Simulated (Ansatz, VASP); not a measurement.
# Two plane-wave programs on ScAl

File POSCAR:

```
ScAl
1.0
    3.3703489700      0.0000000000      0.0000000000
    0.0000000000      3.3703489700      0.0000000000
    0.0000000000      0.0000000000      3.3703489700
Sc Al
1 1
Direct
    0.5000000000      0.5000000000      0.5000000000
    0.0000000000      0.0000000000      0.0000000000
```

INCAR.step1

```
PREC = Accurate ; ENCUT = 520
ISMEAR = 0 ; SIGMA = 0.1
LREAL = F ; LASPH = T
NELM = 100 ; NBANDS = 14
GGA = PE ; ALGO = Normal
EDIFF = 1E-4 ; LWAVE = T
LCHARG = F
```

INCAR.step2

```
PREC = Accurate ; ENCUT = 520
EDIFF = 1E-7 ; ISMEAR = 0
SIGMA = 0.1 ; LREAL = F
LASPH = T ; NELM = 100
ALGO = Normal ; ISIF = 2
LWAVE = F ; LCHARG = F
METAGGA = R2SCAN ; LMIXTAU = T
NBANDS = 14 ; ISTART = 1
```

File KPOINTS:

```
regular mesh
0
Gamma
  6 6 6
```

Input for Ansatz:

```yaml
crystal:
  lattice:
    - [3.37034897, 0.0, 0.0]
    - [0.0, 3.37034897, 0.0]
    - [0.0, 0.0, 3.37034897]
  atoms:
    - { symbol: Sc, position: [0.5, 0.5, 0.5] }
    - { symbol: Al, position: [0.0, 0.0, 0.0] }
basis:
  ecutwfc: 500
kpoints:
  mp_grid: { grid: [6, 6, 6] }
hamiltonian:
  xc: r2scan
scf:
  occupations: { method: gaussian, width: 0.1 }
output:
  forces: true
  stress: true
  eigenvalues: true
```

Alike in both runs: task single point; functional r2SCAN; k mesh 6 × 6 × 6; occupations gaussian, width 0.1 eV; no spin polarisation.

```csv
,VASP,Ansatz
version,VASP 6.6.1,Ansatz 0.2.0
potentials or method,"VASP PAW PBE potentials, release 64 (Sc_sv, Al), cutoff 520 eV","scalar-relativistic, plane waves, PAW"
valence electrons in the cell,14,14
```

```csv
,VASP,Ansatz,Ansatz less VASP
gap on the k mesh at the Fermi level (eV),none,none,-
pressure (GPa),0.3,0.1,-0.18
```

VASP's potentials were made for PBE, not for r2SCAN. A gap of «none» marks a metal or a gap that the smearing closes.
